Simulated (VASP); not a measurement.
Crystal: Sn2Te.

```
Sn Te
1.0
     4.06485    0.00000    0.00000
    -2.03242    3.52026    0.00000
     0.00000    0.00000    6.46096
Sn Te
2 1
Direct
  0.66667 0.33333 0.82116
  0.33333 0.66667 0.17884
  0.00000 0.00000 0.50000
```

The cell was built from a structure type or drawn by symmetry, and may not be a known phase.

```yaml
Program: VASP 6.6.1
Task: relaxation of cell and atoms
Functional: PBE
Potentials_or_basis: VASP PAW PBE potentials, release 64 (Sn_d, Te)
Cutoff: 600 eV
k_mesh: 12 × 12 × 6
Occupations: gaussian, width 0.1 eV
Spin: no spin polarisation
```

At the start: pressure 0.0 GPa; volume 30.82 Å³/atom.

Q: Where does the relaxation end?

A: Over 16 steps the energy falls by 23.4 meV/atom and the volume is 30.86 Å³/atom (+0.1 %); space group P-3m1 (No. 164, to 0.1 Å) before and after.

Step by step:
```tsv
step	energy change (eV)	largest force (eV/Å)	pressure (GPa)	volume (Å³)
1	0.0000	0.0615	0.02	92.45
2	-0.0071	0.0850	0.25	92.49
3	-0.0262	0.1886	0.35	92.54
4	-0.0447	0.3484	0.48	92.36
5	-0.0510	0.2978	0.27	92.91
6	-0.0582	0.1864	-0.62	94.42
7	-0.0641	0.1366	-0.36	93.81
8	-0.0680	0.0859	-0.02	93.21
9	-0.0689	0.0358	0.14	92.02
10	-0.0698	0.0336	0.04	92.61
11	-0.0698	0.0189	0.05	92.51
12	-0.0698	0.0296	0.01	92.55
13	-0.0699	0.0158	-0.06	92.61
14	-0.0700	0.0110	-0.03	92.65
15	-0.0700	0.0041	-0.11	92.71
16	-0.0701	0.0004	0.01	92.57
```

Final structure:
```xyz
3
Lattice="4.3235 0.0000 0.0000 -2.1617 3.7443 0.0000 0.0000 0.0000 5.7185" Properties=species:S:1:pos:R:3 pbc="T T T"
Sn    2.1617    1.2481    4.8017
Sn    0.0000    2.4962    0.9168
Te    0.0000    0.0000    2.8593
```
